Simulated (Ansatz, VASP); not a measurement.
Cd3Te5: VASP beside Ansatz

```
Cd Te
1.0
     6.20138    0.00000    0.00000
     0.00000    6.20138    0.00000
     0.00000    0.00000    6.20138
Cd Te
3 5
Cartesian
  3.1007 0.0000 0.0000
  0.0000 3.1007 0.0000
  0.0000 0.0000 3.1007
  0.0000 3.1007 3.1007
  3.1007 0.0000 3.1007
  3.1007 3.1007 0.0000
  0.0000 0.0000 0.0000
  3.1007 3.1007 3.1007
```

Alike in both runs: functional PBE; k mesh 6 × 6 × 6; occupations gaussian, width 0.1 eV; no spin polarisation.

Ansatz relaxed the structure, and its values are those at the end. VASP's run is a single point on that final structure, the one shown.

|  | VASP | Ansatz |
| --- | --- | --- |
| version | VASP 6.6.1 | Ansatz 0.2.0 |
| potentials or method | VASP PAW PBE potentials, release 64 (Cd, Te), cutoff 520 eV | scalar-relativistic, plane waves, PAW |
| valence electrons in the cell | 66 | 140 |

|  | VASP | Ansatz | Ansatz less VASP |
| --- | --- | --- | --- |
| gap on the k mesh at the Fermi level (eV) | none | none | - |
| pressure (GPa) | 0.1 | 0.0 | -0.09 |

A gap of «none» marks a metal or a gap that the smearing closes. With one functional, cell and mesh, what is left measures potentials, basis and numerics. VASP's potentials hold 66 valence electrons a cell and Ansatz's 140, so a difference there can come from the potentials and not from the codes.

Neither program's run includes spin-orbit coupling.
